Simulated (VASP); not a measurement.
Wanted: the native input for a VASP 6.6.1 run.

* Task: relaxation of cell and atoms
* Functional: PBE
* Potentials or basis: VASP PAW PBE potentials, release 64 (Sn_d, Ge_d)
* Cutoff: 600 eV
* k mesh: 6 × 6 × 6
* Occupations: gaussian, width 0.1 eV
* Spin: no spin polarisation
* Dipole correction: no
* Further INCAR settings: ALGO = Fast; EDIFF = 1e-06; IBRION = 2; EDIFFG = -0.05; NSW = 100; ISIF = 3

The structure of Sn2Ge lies in POSCAR:

```
Sn2Ge
1.0
    0.0000000000      3.1429694073      3.1429694073
    3.1429694073      0.0000000000      3.1429694073
    3.1429694073      3.1429694073      0.0000000000
Sn Ge
2 1
Direct
    0.7500000000      0.7500000000      0.7500000000
    0.2500000000      0.2500000000      0.2500000000
    0.0000000000      0.0000000000      0.0000000000
```

These files were run (other wordings do the same):

INCAR

```
SYSTEM = Sn2Ge
PREC = Accurate
ENCUT = 600
EDIFF = 1E-6
ISMEAR = 0
SIGMA = 0.1
LREAL = .FALSE.
LASPH = .TRUE.
NELM = 60
ALGO = Fast
ISIF = 3
LWAVE = .FALSE.
LCHARG = .FALSE.
GGA = PE
IBRION = 2
NSW = 100
EDIFFG = -0.05
```

KPOINTS

```
regular mesh
0
G
  6 6 6
  0 0 0
```

Potentials or basis: VASP PAW PBE potentials, release 64 (Sn_d, Ge_d).

Launch:

```console
$ cat potpaw_PBE.64/Sn_d/POTCAR potpaw_PBE.64/Ge_d/POTCAR > POTCAR
$ mpirun -np 1 vasp_std > vasp.out
```

It gave:

* Relaxed volume: 28.66 Å³/atom
* Relaxed cell: a = 4.954 Å, b = 4.954 Å, c = 4.954 Å, α = 60.00°, β = 60.00°, γ = 60.00°
* Space group after relaxing (to 0.05 Å): Fm-3m (No. 225)
* Energy gained by relaxing: 523.6 meV/atom
* Ionic steps: 4
* Pressure after relaxing: 0.0 GPa
* Band gap on the k mesh: zero (band 21 reaches 6.70 eV, above the bottom of band 22 at 5.19 eV)

Caveat: the volume moved by over 15 % at a fixed basis, so the end points are rough; spin-orbit coupling is left out, which moves the levels of the heavy elements.

It took 3.2 min on 1 thread of Intel(R) Xeon(R) Platinum 8259CL CPU @ 2.50GHz (Skylake/Cascade Lake) (shared host), peak memory 0.22 GiB.
